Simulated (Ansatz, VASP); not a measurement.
**GaSb: VASP beside Ansatz**

```
CELL_PARAMETERS angstrom
0.00000 3.06588 3.06588
3.02817 0.00000 3.06588
3.02817 3.06588 0.00000
ATOMIC_POSITIONS crystal
Ga 0.00000 0.00000 0.00000
Sb 0.25000 0.25000 0.25000
```

Change from the starting cell: uniaxial_x strain -1.2%.

Alike in both runs: task single point; functional HSE06; k mesh 6 × 6 × 6; occupations fermi-dirac, width 0.02 eV; no spin polarisation.

|  | VASP | Ansatz |
| --- | --- | --- |
| version | VASP 6.6.1 | Ansatz 0.2.0 |
| potentials or method | VASP PAW PBE potentials, release 64 (Ga_d, Sb) | plane waves, PAW |
| plane-wave cutoff (eV) | 520 | 420 |
| valence electrons in the cell | 18 | 28 |

VASP gave:

- gap on the k mesh at the Fermi level (eV): 0.84
- pressure (GPa): 0.4
- traceless stress, the component that is largest in VASP (GPa): 0.42

Task: Estimate Ansatz's values.

Result: gap on the k mesh at the Fermi level (eV): 0.82; pressure (GPa): 0.9; traceless stress, the component that is largest in VASP (GPa): 0.41.

With one functional, cell and mesh, what is left measures potentials, basis and numerics. VASP's potentials hold 18 valence electrons a cell and Ansatz's 28, so a difference there can come from the potentials and not from the codes. Ansatz's warnings: stress exchange threshold loose, stress scf threshold loose.

Spin-orbit coupling is off throughout.
